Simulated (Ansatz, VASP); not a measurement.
**Be7Te: VASP beside Ansatz**

```
Be Te
1.0
     0.00000    3.55859    3.55859
     3.55859    0.00000    3.55859
     3.55859    3.55859    0.00000
Be Te
7 1
Direct
  0.50000 0.00000 0.00000
  0.00000 0.00000 0.50000
  0.50000 0.50000 0.00000
  0.00000 0.50000 0.50000
  0.50000 0.50000 0.50000
  0.00000 0.50000 0.00000
  0.50000 0.00000 0.50000
  0.00000 0.00000 0.00000
```

Alike in both runs: functional PBE; k mesh 4 × 4 × 4; occupations gaussian, width 0.2 eV; no spin polarisation.

Ansatz relaxed the structure, and its values are those at the end. VASP's run is a single point on that final structure, the one shown.

```csv
,VASP,Ansatz
version,VASP 6.6.1,Ansatz 0.2.0
potentials or method,"VASP PAW PBE potentials, release 64 (Be, Te), cutoff 600 eV","scalar-relativistic, plane waves, PAW"
valence electrons in the cell,20,30
```

Ansatz gave:

| Property | Result |
| --- | --- |
| gap on the k mesh at the Fermi level (eV) | none |
| pressure (GPa) | 0.4 |

Problem. What did VASP give for the same quantities?

Solution. gap on the k mesh at the Fermi level (eV): none; pressure (GPa): 0.6.

A gap of «none» marks a metal or a gap that the smearing closes. VASP's potentials hold 20 valence electrons a cell and Ansatz's 30, so a difference there can come from the potentials and not from the codes.

The k mesh is coarse, so the values compare programs but aren't converged. Neither program's run includes spin-orbit coupling.
